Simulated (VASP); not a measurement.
TiO2: single point with PBE+U

Crystal: TiO2.

```
Ti O
1.0
     3.00472   -0.00007    0.00013
     0.00010    4.77179   -0.02337
     1.50209    0.21046    7.14140
Ti O
3 6
Direct
  0.00363 0.00038 0.00070
  0.34600 0.48568 0.31610
  0.66137 0.51507 0.68531
  0.44045 0.18665 0.12709
  0.77952 0.30380 0.44894
  0.10150 0.30599 0.80497
  0.90577 0.69476 0.19643
  0.22777 0.69696 0.55246
  0.56683 0.81410 0.87432
```

- Program: VASP 6.6.1
- Task: single point
- Functional: PBE
- Potentials or basis: VASP PAW PBE potentials, release 64 (Ti_sv, O)
- Cutoff: 520 eV
- k mesh: 9 × 6 × 4
- Occupations: fermi-dirac, width 0.05 eV
- Spin: no spin polarisation
- Hubbard terms: Ti d U = 3.0 eV

```yaml
Pressure: 3.2 GPa
Largest_force: 0.330 eV/Å
Band_gap_on_the_k_mesh: 2.60 eV (least direct gap 2.65 eV)
```

Forces in eV/Å, atoms in the order of the input:
```
Ti   0.000  0.000  0.000
Ti  -0.001  0.003 -0.070
Ti  -0.001 -0.002  0.070
O    0.000  0.074  0.071
O    0.000 -0.329  0.024
O    0.000 -0.068  0.057
O    0.001  0.068 -0.057
O    0.000  0.329 -0.025
O    0.000 -0.074 -0.071
```

Stress tensor (GPa, compression positive):
```
3.48 0.00 0.00
0.00 2.90 0.08
0.00 0.08 3.22
```

Levels at points of the mesh, in eV from the valence-band top:
```
           k point  band 34  band 35  band 36  band 37  band 38  band 39
(0.00, 0.00, 0.00)    -0.40    -0.28    -0.06     2.60     2.98     3.08
(0.00, 0.50, 0.00)    -0.93    -0.83    -0.76     2.63     2.99     3.06
(0.00, 0.00, 0.50)    -0.80    -0.31    -0.13     2.71     2.95     3.09
(0.00, 0.50, 0.50)    -0.79    -0.73    -0.22     2.64     2.84     2.99
```

Eigenvalues of the final occupation matrices:
```csv
site,spin,trace,eigenvalues
site 1 d,1,0.80,0.08 0.10 0.10 0.25 0.26
site 1 d,2,0.80,0.08 0.10 0.10 0.25 0.26
site 2 d,1,0.82,0.09 0.10 0.11 0.25 0.27
site 2 d,2,0.82,0.09 0.10 0.11 0.25 0.27
site 3 d,1,0.82,0.09 0.10 0.11 0.25 0.27
site 3 d,2,0.82,0.09 0.10 0.11 0.25 0.27
```

Run time: 5.4 min on 1 thread of Intel(R) Xeon(R) 6975P-C (Granite Rapids) (shared host), peak memory 0.46 GiB.

Caveat: the cell stands under pressure; an odd mesh through Γ misses points on the zone boundary, where band edges can lie.
